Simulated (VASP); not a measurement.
# Rb (P6_3/mmc) in VASP: further runs, part 2 of 2

VASP 6.6.1. The steps go on from the part before.

## 4. Single point, PBE (91.57 Å³/atom)

This run uses another cell than the first one, of 91.57 Å³/atom.

INCAR reads:

```
SYSTEM = Rb
ALGO     = Normal         ! electronic algorithm
EDIFF    = 1E-6           ! SCF threshold, eV
ENCUT    = 520            ! plane-wave cutoff, eV
GGA      = PE             ! functional
ISIF     = 2              ! what is computed and relaxed
ISMEAR   = -1             ! smearing method
LASPH    = .True.         ! aspherical terms in the spheres
LCHARG   = .False.        ! write CHGCAR
LREAL    = .False.        ! projectors in reciprocal space
LWAVE    = .False.        ! write WAVECAR
NBANDS   = 26             ! bands
NELM     = 60             ! most SCF steps
PREC     = Accurate       ! precision mode
SIGMA    = 0.1            ! smearing width, eV
```

KPOINTS reads:

```
k-points
0
Gamma
  7 7 2
  0 0 0
```

POSCAR reads:

```
Rb
1.0
    5.0373491076      0.0000000000      0.0000000000
   -2.5186745538      4.3624722948      0.0000000000
    0.0000000000      0.0000000000     16.6686196506
Rb
4
Direct
    0.0000000000      0.0000000000      0.0000000000
    0.0000000000      0.0000000000      0.5000000000
    0.3333333333      0.6666666667      0.2500000000
    0.6666666667      0.3333333333      0.7500000000
```

Potentials or basis: VASP PAW PBE potentials, release 64 (Rb_sv).

Started as:

```sh
cat potpaw_PBE.64/Rb_sv/POTCAR > POTCAR
mpirun -np 1 vasp_std > vasp.out
```

OUTCAR:

```text
SYSTEM = Rb
   EDIFF = 1E-6
   ENCUT = 520
   GGA = PE
   ISIF = 2
   ISMEAR = -1
   LASPH = .True.
   LREAL = .False.
   NELM = 60
   PREC = Accurate

 ion  position               nearest neighbor table
   1  0.000  0.000  0.000-   3 5.08   4 5.08   3 5.08   4 5.08   4 5.08   3 5.08
   2  0.000  0.000  0.500-   3 5.08   4 5.08   3 5.08   4 5.08   4 5.08   3 5.08
   3  0.333  0.667  0.250-   1 5.08   2 5.08   1 5.08   2 5.08   1 5.08   2 5.08
   4  0.667  0.333  0.750-   1 5.08   2 5.08   1 5.08   2 5.08   1 5.08   2 5.08

  LATTYP: Found a hexagonal cell.
 ALAT       =     5.0373491076
 C/A-ratio  =     3.3090062441

  Lattice vectors:

 A1 = (   5.0373491076,   0.0000000000,   0.0000000000)
 A2 = (  -2.5186745538,   4.3624722948,   0.0000000000)
 A3 = (   0.0000000000,   0.0000000000,  16.6686196506)

Analysis of symmetry for initial positions (statically):
=====================================================================
 Subroutine PRICEL returns:
 Original cell was already a primitive cell.

 Routine SETGRP: Setting up the symmetry group for a
 hexagonal supercell.

[... 162 lines left out ...]

 E-fermi :  -0.0024     XC(G=0):  -5.4502

 val. band max:       -0.0656932827   @ k =   0.1429   0.1429   0.5000
 cond. band min:       0.0846110066   @ k =   0.2857   0.0000   0.5000
 fundamental gap:      0.1503042893
 Fermi energy:        -0.0023714811

 k-point     1 :       0.0000    0.0000    0.0000
  band No.  band energies     occupation
      1     -28.9027      2.00000
      2     -28.9011      2.00000
      3     -28.9008      2.00000
      4     -28.8992      2.00000
      5     -13.0361      2.00000
      6     -12.9925      2.00000
[... 453 lines left out ...]
     25       1.8816      0.00000
     26       1.8817      0.00000

------------------------ aborting loop because EDIFF is reached ----------------------------------------

  FORCE on cell =-STRESS in cart. coord.  units (eV):
  Direction    XX          YY          ZZ          XY          YZ          ZX
  --------------------------------------------------------------------------------------
  -------------------------------------------------------------------------------------
  Total       -0.0039227     -0.0039227     -0.0041717      0.0000000      0.0000000     -0.0000000
  in kB       -0.0171576     -0.0171576     -0.0182471      0.0000000      0.0000000     -0.0000000
  external PRESSURE =      -0.0175208 kB  Pullay stress =       0.0000000 kB

 VOLUME and BASIS-vectors are now :
 -----------------------------------------------------------------------------
  energy-cutoff  :      520.00
  volume of cell :      366.30
      direct lattice vectors                 reciprocal lattice vectors
     5.037349108  0.000000000  0.000000000     0.198517113  0.114613908  0.000000000
    -2.518674554  4.362472295  0.000000000     0.000000000  0.229227817  0.000000000
     0.000000000  0.000000000 16.668619651     0.000000000  0.000000000  0.059992970

 POSITION                                       TOTAL-FORCE (eV/Angst)
 -----------------------------------------------------------------------------------
      0.00000      0.00000      0.00000         0.000000      0.000000      0.000000
      0.00000      0.00000      8.33431         0.000000      0.000000      0.000000
     -0.00000      2.90831      4.16715         0.000000      0.000000     -0.000000
      2.51867      1.45416     12.50146        -0.000000     -0.000000      0.000000
 -----------------------------------------------------------------------------------
    total drift:                                0.000000      0.000000      0.000000

  FREE ENERGIE OF THE ION-ELECTRON SYSTEM (eV)
  ---------------------------------------------------
  free  energy   TOTEN  =        -3.8137052637 eV

  energy  without entropy=       -3.7002815246  energy(sigma->0) =       -3.75699339
```

OSZICAR:

```text
N       E                     dE             d eps       ncg     rms          rms(c)
DAV:   1     0.268466609767E+03    0.26847E+03   -0.13465E+04   840   0.107E+03
DAV:   2     0.273758221573E+02   -0.24109E+03   -0.23619E+03  1180   0.222E+02
DAV:   3    -0.285729212752E+01   -0.30233E+02   -0.30074E+02  1276   0.733E+01
DAV:   4    -0.376366714648E+01   -0.90638E+00   -0.90503E+00  1074   0.145E+01
DAV:   5    -0.380739569795E+01   -0.43729E-01   -0.43724E-01  1282   0.254E+00    0.241E+00
DAV:   6    -0.380984478673E+01   -0.24491E-02   -0.12096E-02  1068   0.540E-01    0.146E+00
DAV:   7    -0.381323049632E+01   -0.33857E-02   -0.11389E-02   958   0.491E-01    0.908E-02
DAV:   8    -0.381364615332E+01   -0.41566E-03   -0.71847E-04  1092   0.140E-01    0.261E-02
DAV:   9    -0.381369817378E+01   -0.52020E-04   -0.41093E-05  1162   0.355E-02    0.121E-02
DAV:  10    -0.381370533698E+01   -0.71632E-05   -0.18357E-05   986   0.195E-02    0.264E-03
DAV:  11    -0.381370526369E+01    0.73290E-07   -0.93898E-07   702   0.498E-03
   1 F= -.38137053E+01 E0= -.37569934E+01  d E =-.113424E+00
```

stdout:

```text
POSCAR found type information on POSCAR Rb
 POSCAR found :  1 types and       4 ions
 scaLAPACK will be used
 LDA part: xc-table for (Slater+PW92), standard interpolation
 POSCAR, INCAR and KPOINTS ok, starting setup
 FFT: planning ... GRIDC
 FFT: planning ... GRID_SOFT
 FFT: planning ... GRID
 WAVECAR not read
 entering main loop
```

Wall time 79 s (1 thread of Intel Xeon 6975P-C (Granite Rapids), shared host); peak memory 0.51 GiB.

Results:

```
Free energy            : -3.8137 eV
Pressure               : 0.0 GPa
Band gap on the k mesh : zero (bands 18 and 19 overlap by 1.94 eV)
```
